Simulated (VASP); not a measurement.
Write the native input for VASP 6.6.1 that does the following.

- Task: single point
- Functional: PBE
- Potentials or basis: VASP PAW PBE potentials, release 64 (Te, W_sv, Cl)
- Cutoff: 520 eV
- k mesh: 6 × 6 × 2
- Occupations: gaussian, width 0.1 eV
- Spin: collinear spin
- Starting moments: [0.01, -0.28, -0.02, 2.56, 0.0, 0.0] μB
- Dipole correction: no
- Further INCAR settings: ALGO = Normal; EDIFF = 1e-07; NBANDS = 36

The structure of Te3WCl2 lies in POSCAR:

```
Te3WCl2
1.0
    4.8777380700      0.0000000000      0.0000000000
   -2.4388690300      4.2242450800      0.0000000000
    0.0000000000      0.0000000000      9.5813918100
Te W Cl
3 1 2
Direct
    0.6666666700      0.3333333300      0.5000000000
    0.0000000000      0.0000000000      0.0000000000
    0.0000000000      0.0000000000      0.5000000000
    0.6666666700      0.3333333300      0.0000000000
    0.3333333300      0.6666666700      0.2478150000
    0.3333333300      0.6666666700      0.7521850000
```

The cell was generated, and may not be a known phase.

These files were run (other wordings do the same):

INCAR

```
SYSTEM = Te3WCl2
PREC = Accurate
ENCUT = 520
EDIFF = 1E-7
ISMEAR = 0
SIGMA = 0.1
LREAL = .False.
LASPH = .True.
NELM = 150
ALGO = Normal
ISIF = 2
LWAVE = .False.
LCHARG = .False.
ISPIN = 2
MAGMOM = 0.01 -0.28 -0.02 2.56 0 0
LORBIT = 11
LMAXMIX = 4
GGA = PE
NBANDS = 36
```

KPOINTS

```
Automatic mesh
0
Gamma
  6 6 2
  0 0 0
```

Potentials or basis: VASP PAW PBE potentials, release 64 (Te, W_sv, Cl).

Command:

```sh
$ cat potpaw_PBE.64/Te/POTCAR potpaw_PBE.64/W_sv/POTCAR potpaw_PBE.64/Cl/POTCAR > POTCAR
$ mpirun -np 1 vasp_std > vasp.out
```

Results of the run:

```yaml
Pressure: -2.1 GPa
Largest_force: 0.425 eV/Å
Net_moment: 2.78 μB per cell
Site_moments: Te +0.01, -0.27, -0.02; W +2.48; Cl -0.01 μB
Valence_electrons_inside_the_program's_atomic_spheres: Te 3.28, 3.33 (each value once); W 11.62; Cl 5.06
```

It took 3.8 min on 1 thread of Intel(R) Xeon(R) Platinum 8488C (Sapphire Rapids) (shared host), peak memory 0.43 GiB.
